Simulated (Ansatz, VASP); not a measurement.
One calculation of Cu, two programs

File INCAR:

```
SYSTEM = Cu
PREC = Accurate ; ENCUT = 700
EDIFF = 1E-6 ; ISMEAR = 0
SIGMA = 0.15 ; LREAL = .FALSE.
LASPH = .TRUE. ; NELM = 120
ALGO = Normal ; ISIF = 2
LWAVE = .FALSE. ; LCHARG = .TRUE.
GGA = PE ; LELF = .TRUE.
LVHAR = .TRUE. ; NBANDS = 26
GGA_COMPAT = .FALSE.
```

KPOINTS

```
regular mesh
0
G
  21 21 10
  0 0 0
```

Contents of POSCAR:

```
Cu
1.0
    2.5672412656      0.0000000000      0.0000000000
   -1.2836206328      2.2232961536      0.0000000000
    0.0000000000      0.0000000000      4.1920560930
Cu
2
Direct
    0.3333333333      0.6666666667      0.2500000000
    0.6666666667      0.3333333333      0.7500000000
```

Input for Ansatz:

```yaml
crystal:
  lattice:
    - [2.5672412656, 0.0, 0.0]
    - [-1.2836206328, 2.2232961536, 0.0]
    - [0.0, 0.0, 4.192056093]
  atoms:
    - { symbol: Cu, position: [0.3333333333, 0.6666666667, 0.25] }
    - { symbol: Cu, position: [0.6666666667, 0.3333333333, 0.75] }
basis:
  ecutwfc: 520.0
kpoints:
  mp_grid: { grid: [21, 21, 10] }
hamiltonian:
  xc: pbe
  pseudopotentials: { kind: paw, azcp: { folder: soft_1 } }
scf:
  occupations: { method: gaussian, width: 0.15 }
output:
  forces: true
  stress: true
  eigenvalues: true
```

Alike in both runs: task single point; functional PBE; k mesh 21 × 21 × 10; occupations gaussian, width 0.15 eV; no spin polarisation.

```csv
,VASP,Ansatz
version,VASP 6.6.1,Ansatz 0.2.0
potentials or method,"VASP PAW PBE potentials, release 64 (Cu_sv_GW), cutoff 700 eV","scalar-relativistic, plane waves, PAW"
valence electrons in the cell,38,38
```

Ansatz gave:

| Quantity | Value |
| --- | --- |
| gap on the k mesh at the Fermi level (eV) | none |
| pressure (GPa) | -0.1 |
| traceless stress, the component that is largest in VASP (GPa) | 1.03 |

Q: What did VASP give for the same quantities?

A: gap on the k mesh at the Fermi level (eV): none; pressure (GPa): -5.0; traceless stress, the component that is largest in VASP (GPa): 1.05.

A gap of «none» marks a metal or a gap that the smearing closes. One of these differences is far larger than is usual between the two programs; its cause wasn't traced. The functional is the same, so the differences come from potentials, cutoffs and numerics.
